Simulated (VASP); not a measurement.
# Cu2W (P6/mmm) in VASP: relaxation of cell and atoms with PBE

Aim: the relaxation of cell and atoms of Cu2W with PBE.

All numbers are computed with VASP 6.6.1; they aren't measurements. Logs are shortened: lines on timing, memory, paths and dates and some standing lists are left out, and cuts for length are marked.

### 1 The cell of the first run

Symmetry: P6/mmm, No. 191, hexagonal system. Conventional cell: a = 4.242 Å, b = 4.242 Å, c = 2.546 Å, α = 90.00°, β = 90.00°, γ = 120.00°. Cu (site symmetry -6m2) has 5 Cu at 2.45 to 2.55 Å and 6 W at 2.76 Å within 3.2 Å. Within 3.4 Å of W (site symmetry 6/mmm) lie 2 W at 2.55 Å and 12 Cu at 2.76 Å.

The cell was generated, and may not be a known phase.

### 2 Relaxation of cell and atoms, PBE

INCAR reads:

```
  ALGO = Fast
  EDIFF = 1E-6
  EDIFFG = -0.01
  ENCUT = 600
  GGA = PE
  IBRION = 2
  ISIF = 3
  ISMEAR = 0
  LASPH = T
  LCHARG = F
  LREAL = F
  LWAVE = F
  NELM = 60
  NSW = 100
  PREC = Accurate
  SIGMA = 0.1
```

KPOINTS reads:

```
k-points
0
Gamma
  12 12 18
```

POSCAR reads:

```
Cu2W
1.0
    4.2420040677      0.0000000000      0.0000000000
   -2.1210020338      3.6736832856      0.0000000000
    0.0000000000      0.0000000000      2.5458732542
Cu W
2 1
Direct
    0.3333333333      0.6666666667      0.5000000000
    0.6666666667      0.3333333333      0.5000000000
    0.0000000000      0.0000000000      0.0000000000
```

Potentials or basis: VASP PAW PBE potentials, release 64 (Cu, W_sv).

The run is started by

```sh
cat potpaw_PBE.64/Cu/POTCAR potpaw_PBE.64/W_sv/POTCAR > POTCAR
mpirun -np 1 vasp_std > vasp.out
```

OUTCAR:

```text
EDIFF = 1E-6
   EDIFFG = -0.01
   ENCUT = 600
   GGA = PE
   IBRION = 2
   ISIF = 3
   ISMEAR = 0
   LASPH = T
   LREAL = F
   NELM = 60
   NSW = 100
   PREC = Accurate

 ion  position               nearest neighbor table
   1  0.333  0.667  0.500-   2 2.45   2 2.45   2 2.45   3 2.76   3 2.76   3 2.76   3 2.76   3 2.76
                             3 2.76
   2  0.667  0.333  0.500-   1 2.45   1 2.45   1 2.45   3 2.76   3 2.76   3 2.76   3 2.76   3 2.76
                             3 2.76
   3  0.000  0.000  0.000-   1 2.76   2 2.76   1 2.76   2 2.76   1 2.76   1 2.76   2 2.76   2 2.76
                             2 2.76   2 2.76   1 2.76   1 2.76

  LATTYP: Found a hexagonal cell.
 ALAT       =     4.2420040677
 C/A-ratio  =     0.6001581360

  Lattice vectors:

 A1 = (   4.2420040677,   0.0000000000,   0.0000000000)
 A2 = (  -2.1210020338,   3.6736832856,   0.0000000000)
 A3 = (   0.0000000000,   0.0000000000,   2.5458732542)

Analysis of symmetry for initial positions (statically):
=====================================================================
 Subroutine PRICEL returns:
 Original cell was already a primitive cell.

 Routine SETGRP: Setting up the symmetry group for a
 hexagonal supercell.

 Subroutine GETGRP returns: Found 24 space group operations
 (whereof 24 operations were pure point group operations)
 out of a pool of 24 trial point group operations.

The static configuration has the point symmetry D_6h.

Analysis of symmetry for dynamics (positions and initial velocities):
=====================================================================
 Subroutine PRICEL returns:
 Original cell was already a primitive cell.

 Routine SETGRP: Setting up the symmetry group for a
 hexagonal supercell.

 Subroutine GETGRP returns: Found 24 space group operations
 (whereof 24 operations were pure point group operations)
 out of a pool of 24 trial point group operations.

The dynamic configuration has the point symmetry D_6h.

 Subroutine INISYM returns: Found 24 space group operations
 (whereof 24 operations are pure point group operations),
 and found     1 'primitive' translations

----------------------------------------------------------------------------------------

                                     Primitive cell

  volume of cell :      39.6743

  direct lattice vectors                    reciprocal lattice vectors
     4.242004068  0.000000000  0.000000000     0.235737633  0.136103186  0.000000000
    -2.121002034  3.673683286  0.000000000     0.000000000  0.272206372  0.000000000
     0.000000000  0.000000000  2.545873254     0.000000000  0.000000000  0.392792531

  length of vectors
     4.242004068  4.242004068  2.545873254     0.272206372  0.272206372  0.392792531

  position of ions in fractional coordinates (direct lattice)
     0.333333333  0.666666667  0.500000000
     0.666666667  0.333333333  0.500000000
     0.000000000  0.000000000  0.000000000

  ion indices of the primitive-cell ions
   primitive index   ion index
                 1           1
                 2           2
                 3           3

----------------------------------------------------------------------------------------

 KPOINTS: k-points

Automatic generation of k-mesh.
 Grid dimensions read from file:
 generate k-points for:   12   12   18

 Generating k-lattice:

  Cartesian coordinates                     Fractional coordinates (reciprocal lattice)
     0.019644803  0.011341932  0.000000000     0.083333333  0.000000000  0.000000000
     0.000000000  0.022683864  0.000000000     0.000000000  0.083333333  0.000000000
     0.000000000  0.000000000  0.021821807     0.000000000  0.000000000  0.055555556

  Length of vectors
     0.022683864  0.022683864  0.021821807

  Shift w.r.t. Gamma in fractional coordinates (k-lattice)
     0.000000000  0.000000000  0.000000000

 Subroutine IBZKPT returns following result:
 ===========================================

 Found    190 irreducible k-points:

 Following reciprocal coordinates:
            Coordinates               Weight
  0.000000  0.000000  0.000000      1.000000
  0.083333  0.000000  0.000000      6.000000
  0.166667 -0.000000  0.000000      6.000000
  0.250000  0.000000  0.000000      6.000000
  0.333333  0.000000  0.000000      6.000000
  0.416667  0.000000  0.000000      6.000000
[... 16 lines left out ...]
  0.250000  0.000000  0.055556     12.000000
  0.333333  0.000000  0.055556     12.000000
 [... further k-points ...]
   k-points           NKPTS =    190   k-points in BZ     NKDIM =    190   number of bands    NBANDS=     22
   number of dos      NEDOS =    301   number of ions     NIONS =      3
   total plane-waves  NPLWV =  25920
   dimension x,y,z NGX =    36 NGY =   36 NGZ =   20
   dimension x,y,z NGXF=    72 NGYF=   72 NGZF=   40
   ions per type =               2   1
   NGX,Y,Z   is equivalent  to a cutoff of  14.11, 14.11, 13.06 a.u.
   NGXF,Y,Z  is equivalent  to a cutoff of  28.22, 28.22, 26.12 a.u.
 SYSTEM =  unknown system
   PREC   = accura    normal or accurate (medium, high low for compatibility)
   ISTART =      0    job   : 0-new  1-cont  2-samecut
   ICHARG =      2    charge: 1-file 2-atom 10-const
   ISPIN  =      1    spin polarized calculation?
   LNONCOLLINEAR =      F non collinear calculations
   LSORBIT =      F    spin-orbit coupling
   LASPH  =      T    aspherical Exc in radial PAW
   ENCUT  =  600.0 eV  44.10 Ry    6.64 a.u.   8.47  8.47  5.08*2*pi/ulx,y,z
   NELM   =     60;   NELMIN=  2; NELMDL= -5     # of ELM steps
   EDIFF  = 0.1E-05   stopping-criterion for ELM
   LREAL  =      F    real-space projection
   EDIFFG = -.1E-01   stopping-criterion for IOM
   NSW    =    100    number of steps for IOM
   IBRION =      2    ionic relax: 0-MD 1-quasi-New 2-CG
   NFREE  =      1    steps in history (QN), initial steepest desc. (CG)
   ISIF   =      3    stress and relaxation
   ISYM   =      2    0-nonsym 1-usesym 2-fastsym
   POTIM  = 0.5000    time-step for ionic-motion
   TEBEG  =    0.0;   TEEND  =   0.0 temperature during run
   PSTRESS=    0.0 pullay stress
   NELECT =      36.0000    total number of electrons
   NUPDOWN=      -1.0000    fix difference up-down
   EMIN   =  10.00;   EMAX   =-10.00  energy-range for DOS
   EFERMI =   0.00;   METHOD = LEGACY
   ISMEAR =     0;   SIGMA  =   0.10  broadening in eV -4-tet -1-fermi 0-gaus
   EFERMI_NEDOS =   21; number of points for ismear=-14 and -15
   IALGO  =     68    algorithm
   IMIX   =      4    mixing-type and parameters
     AMIX     =   0.40;   BMIX     =  1.00
     AMIX_MAG =   1.60;   BMIX_MAG =  1.00
  volume/ion in A,a.u.               =      13.22        89.25
  Fermi-wavevector in a.u.,A,eV,Ry     =   1.584914  2.995054 34.177204  2.511954
  Thomas-Fermi vector in A             =   2.684459
   LORBIT       =      0    0 simple, 1 ext, 2 COOP (PROOUT), +10 PAW based schemes
   GGA     = PE    functional components
   LHFCALC =     F    Hartree Fock is set to
   AEXX    =    0.0000 exact exchange contribution
   IVDW    =     0    specifies the selected vdW correction
   LEPSILON=     F    determine dielectric tensor
   LRPA    =     F    only Hartree local field effects (RPA)
 conjugate gradient relaxation of ions
 non-spin polarized calculation
 RMM-DIIS sequential band-by-band and
 Gauss-broadening in eV      SIGMA  =   0.10
  energy-cutoff  :      600.00
  volume of cell :       39.67
 maximum number of plane-waves:      1366
 NGX is ok and might be reduce to    36
   NGX = 17   NGY = 17   NGZ = 11

--------------------------------------- Ionic step        1  -------------------------------------------

 number of electron      35.9999980 magnetization

 Free energy of the ion-electron system (eV)
  ---------------------------------------------------
  ext. energy  EPLUGINS =         0.00000000
  ---------------------------------------------------
  free energy    TOTEN  =       -19.25662862 eV

  energy without entropy =      -19.24077251  energy(sigma->0) =      -19.24870057

------------------------ aborting loop because EDIFF is reached ----------------------------------------

  FORCE on cell =-STRESS in cart. coord.  units (eV):
  Direction    XX          YY          ZZ          XY          YZ          ZX
  --------------------------------------------------------------------------------------
  -------------------------------------------------------------------------------------
  Total        0.0405961      0.0405961      1.0410729      0.0000000      0.0000000     -0.0000000
  in kB        1.6394013      1.6394013     42.0418807      0.0000000      0.0000000     -0.0000000
  external PRESSURE =      15.1068944 kB  Pullay stress =       0.0000000 kB
[... 92 lines left out ...]
  FREE ENERGIE OF THE ION-ELECTRON SYSTEM (eV)
  ---------------------------------------------------
  free  energy   TOTEN  =       -19.2619187064 eV

  energy  without entropy=      -19.2461465234  energy(sigma->0) =      -19.25403261

[... ionic steps 4 to 9 ...]

--------------------------------------- Ionic step       10  -------------------------------------------

 number of electron      35.9999984 magnetization

------------------------ aborting loop because EDIFF is reached ----------------------------------------

  FORCE on cell =-STRESS in cart. coord.  units (eV):
  Direction    XX          YY          ZZ          XY          YZ          ZX
  --------------------------------------------------------------------------------------
  -------------------------------------------------------------------------------------
  Total       -0.0368029     -0.0368029     -0.0296489     -0.0000000     -0.0000000      0.0000000
  in kB       -1.4773314     -1.4773314     -1.1901589     -0.0000000     -0.0000000      0.0000000
  external PRESSURE =      -1.3816072 kB  Pullay stress =       0.0000000 kB
[... 59 lines left out ...]
  energy  without entropy=      -19.2485742382  energy(sigma->0) =      -19.25616536

--------------------------------------- Ionic step       12  -------------------------------------------

 number of electron      35.9999984 magnetization

 Free energy of the ion-electron system (eV)
  ---------------------------------------------------
  ext. energy  EPLUGINS =         0.00000000
  ---------------------------------------------------
  free energy    TOTEN  =       -19.26375713 eV

  energy without entropy =      -19.24857654  energy(sigma->0) =      -19.25616683

 E-fermi :   9.3673     XC(G=0): -13.0505

 val. band max:        9.3672245610   @ k =   0.1667   0.0833   0.3889
 cond. band min:       9.3752108680   @ k =   0.2500   0.2500   0.2778
 fundamental gap:      0.0079863070
 Fermi energy:         9.3673450061

 k-point     1 :       0.0000    0.0000    0.0000
  band No.  band energies     occupation
      1     -65.0414      2.00000
      2     -29.3220      2.00000
      3     -29.3220      2.00000
      4     -28.3632      2.00000
      5      -0.4314      2.00000
      6       4.0529      2.00000
[... 574 lines left out ...]
      6       3.7111      2.00000
[... 14 lines left out ...]
     21      12.0278      0.00000
     22      12.6531      0.00000

 [... further k-points ...]

------------------------ aborting loop because EDIFF is reached ----------------------------------------

  FORCE on cell =-STRESS in cart. coord.  units (eV):
  Direction    XX          YY          ZZ          XY          YZ          ZX
  --------------------------------------------------------------------------------------
  -------------------------------------------------------------------------------------
  Total        0.0005626      0.0005626      0.0147774      0.0000000     -0.0000000      0.0000000
  in kB        0.0225910      0.0225910      0.5933429      0.0000000     -0.0000000      0.0000000
  external PRESSURE =       0.2128416 kB  Pullay stress =       0.0000000 kB
[... 18 lines left out ...]
  FREE ENERGIE OF THE ION-ELECTRON SYSTEM (eV)
  ---------------------------------------------------
  free  energy   TOTEN  =       -19.2637571273 eV

  energy  without entropy=      -19.2485765363  energy(sigma->0) =      -19.25616683

 reached required accuracy - stopping structural energy minimisation
```

It took 13 min on 1 thread of Intel Xeon Platinum 8488C (Sapphire Rapids), shared host; peak memory 0.34 GiB.

What came out:

| Item | Value |
| --- | --- |
| Free energy | -19.2638 eV |
| Relaxed volume | 13.30 Å³/atom |
| Relaxed cell | a = 4.224 Å, b = 4.224 Å, c = 2.582 Å, α = 90.00°, β = 90.00°, γ = 120.00° |
| Space group after relaxing (to 0.1 Å) | P6/mmm (No. 191) |
| Energy gained by relaxing | 2.4 meV/atom |
| Ionic steps | 12 |
| Pressure after relaxing | 0.0 GPa |
| Band gap on the k mesh | zero (bands 18 and 19 overlap by 0.84 eV) |

The path:
```tsv
step	energy change (eV)	largest force (eV/Å)	pressure (GPa)	volume (Å³)
1	0.0000	0.0000	1.51	39.67
2	-0.0034	0.0000	-2.53	40.39
3	-0.0053	0.0000	-0.89	40.12
4	-0.0071	0.0000	0.52	39.87
5	-0.0071	0.0000	-0.26	39.91
6	-0.0071	0.0000	0.36	39.89
7	-0.0071	0.0000	0.17	39.90
8	-0.0070	0.0000	-0.33	39.97
9	-0.0071	0.0000	-0.16	39.93
10	-0.0071	0.0000	-0.14	39.91
11	-0.0071	0.0000	-0.15	39.91
12	-0.0071	0.0000	0.02	39.90
```

Final structure:
```yaml
crystal:
  lattice:
    - [4.22447, 0.00000, 0.00000]
    - [-2.11223, 3.65850, 0.00000]
    - [0.00000, 0.00000, 2.58183]
  atoms:
    - { symbol: Cu, position: [0.33333, 0.66667, 0.50000] }
    - { symbol: Cu, position: [0.66667, 0.33333, 0.50000] }
    - { symbol: W, position: [0.00000, 0.00000, 0.00000] }
```

Levels at points of the mesh, in eV from the Fermi level:
| k point | band 15 | band 16 | band 17 | band 18 | band 19 | band 20 | band 21 | band 22 |
| --- | --- | --- | --- | --- | --- | --- | --- | --- |
| (0.00, 0.00, 0.00) | -2.91 | -2.91 | -2.64 | -2.64 | 3.05 | 3.05 | 4.17 | 4.91 |
| (0.50, 0.00, 0.00) | -2.84 | -2.75 | -2.59 | -0.64 | -0.07 | 0.04 | 2.66 | 3.11 |
| (0.00, 0.00, 0.50) | -2.28 | -0.84 | -0.84 | -0.49 | 1.15 | 1.15 | 5.98 | 5.98 |
| (0.50, 0.00, 0.50) | -2.86 | -1.89 | -1.43 | 0.09 | 0.46 | 1.10 | 1.84 | 6.07 |

Caveat: spin-orbit coupling is left out, which moves the levels of the heavy elements.
